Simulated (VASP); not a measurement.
Set up this calculation in VASP 6.6.1, as the native input.

```
Task                   : single point
Functional             : LDA
Potentials or basis    : VASP PAW LDA potentials, release 64 (Ti_sv, O)
Cutoff                 : 520 eV
k mesh                 : 6 × 6 × 8
Occupations            : gaussian, width 0.01 eV
Spin                   : no spin polarisation
Dipole correction      : no
Further INCAR settings : ALGO = Normal; EDIFF = 1e-06; NBANDS = 33
```

The structure of TiO2 lies in POSCAR:

```
TiO2
1.0
   -1.8912700000      1.8912700000      4.8075110000
    1.8912700000     -1.8912700000      4.8075110000
    1.8912700000      1.8912700000     -4.8075110000
Ti O
2 4
Direct
    0.0000000000      0.0000000000      0.0000000000
    0.7500000000      0.2500000000      0.5000000000
    0.9571520000      0.4571520000      0.5000000000
    0.2071520000      0.2071520000      0.0000000000
    0.5428480000      0.0428480000      0.5000000000
    0.7928480000      0.7928480000      0.0000000000
```

These files were run (other wordings do the same):

INCAR

```
SYSTEM = TiO2
PREC = Accurate ; ENCUT = 520
EDIFF = 1E-6 ; ISMEAR = 0
SIGMA = 0.01 ; LREAL = .False.
LASPH = .True. ; NELM = 80
ALGO = Normal ; ISIF = 2
LWAVE = .False. ; LCHARG = .False.
NBANDS = 33
```

KPOINTS

```
Automatic mesh
0
Gamma
  6 6 8
  0 0 0
```

Potentials or basis: VASP PAW LDA potentials, release 64 (Ti_sv, O).

Launch:

```bash
$ cat potpaw_LDA.64/Ti_sv/POTCAR potpaw_LDA.64/O/POTCAR > POTCAR
$ mpirun -np 1 vasp_std > vasp.out
```

It gave:

```json
{
 "Pressure": "-7.2 GPa",
 "Largest force": "0.136 eV/Å",
 "Band gap on the k mesh": "2.05 eV (least direct gap 2.46 eV)"
}
```

Caveat: the cell stands under tension.

It took 5.2 min on 1 thread of Intel(R) Xeon(R) Platinum 8488C (Sapphire Rapids), with other jobs on the host, peak memory 0.3 GiB.
